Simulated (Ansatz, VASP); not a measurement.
Two plane-wave programs on AgCl

```xyz
2
Lattice="0.0000 2.8604 2.8604 2.8604 0.0000 2.8604 2.8604 2.8604 0.0000" Properties=species:S:1:pos:R:3 pbc="T T T"
Ag    0.0000    0.0000    0.0000
Cl    2.8604    2.8604    2.8604
```

Alike in both runs: task single point; functional PBE; k mesh 8 × 8 × 8; occupations gaussian, width 0.02 eV; no spin polarisation.

|  | VASP | Ansatz |
| --- | --- | --- |
| version | VASP 6.6.1 | Ansatz 0.2.0 |
| potentials or method | VASP PAW PBE potentials, release 64 (Ag, Cl), cutoff 500 eV | scalar-relativistic, plane waves, PAW |
| valence electrons in the cell | 18 | 26 |

Ansatz gave:

| Item | Value |
| --- | --- |
| gap on the k mesh at the Fermi level (eV) | 0.95 |
| least direct gap on the mesh (eV) | 2.90 |
| pressure (GPa) | -2.1 |

**Question.** What did VASP give for the same quantities?

**Answer.** gap on the k mesh at the Fermi level (eV): 0.95; least direct gap on the mesh (eV): 2.90; pressure (GPa): -2.2.

With one functional, cell and mesh, what is left measures potentials, basis and numerics. VASP's potentials hold 18 valence electrons a cell and Ansatz's 26, so a difference there can come from the potentials and not from the codes.
